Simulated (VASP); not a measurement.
Input of a VASP 6.6.1 run:

The input INCAR:

```
SYSTEM = BaTiO3
PREC = Accurate
ENCUT = 520
EDIFF = 1E-6
ISMEAR = -1
SIGMA = 0.05
LREAL = .False.
LASPH = .True.
NELM = 60
ALGO = Normal
ISIF = 2
LWAVE = .False.
LCHARG = .True.
GGA = PE
LELF = .True.
LVHAR = .True.
NBANDS = 28
```

The input KPOINTS:

```
regular mesh
0
Gamma
  5 5 5
  0 0 0
```

File POSCAR:

```
BaTiO3
1.0
    2.8273666084      1.6323808724      2.3183934932
   -2.8273666084      1.6323808724      2.3183934932
    0.0000000000     -3.2647617449      2.3183934932
Ba Ti O
1 1 3
Direct
    0.0000000000      0.0000000000      0.0000000000
    0.4845000000      0.4845000000      0.4845000000
    0.5086000000      0.0175000000      0.5086000000
    0.0175000000      0.5086000000      0.5086000000
    0.5086000000      0.5086000000      0.0175000000
```

Potentials or basis: VASP PAW PBE potentials, release 64 (Ba_sv, Ti_sv, O).

Launch:

```console
$ cat potpaw_PBE.64/Ba_sv/POTCAR potpaw_PBE.64/Ti_sv/POTCAR potpaw_PBE.64/O/POTCAR > POTCAR
$ mpirun -np 1 vasp_std > vasp.out
```

Q: Predict the pressure.

A: 6.8 GPa.

Q: What does it give for the band gap on the k mesh?

A: 2.49 eV (least direct gap 2.78 eV).

Q: Estimate the largest force.

A: 0.204 eV/Å.

Stress tensor (GPa, compression positive):
```
6.90 0.00 0.00
0.00 6.90 0.00
0.00 0.00 6.64
```

Caveat: the cell stands under pressure; spin-orbit coupling is left out, which moves the levels of the heavy elements; an odd mesh through Γ misses points on the zone boundary, where band edges can lie.
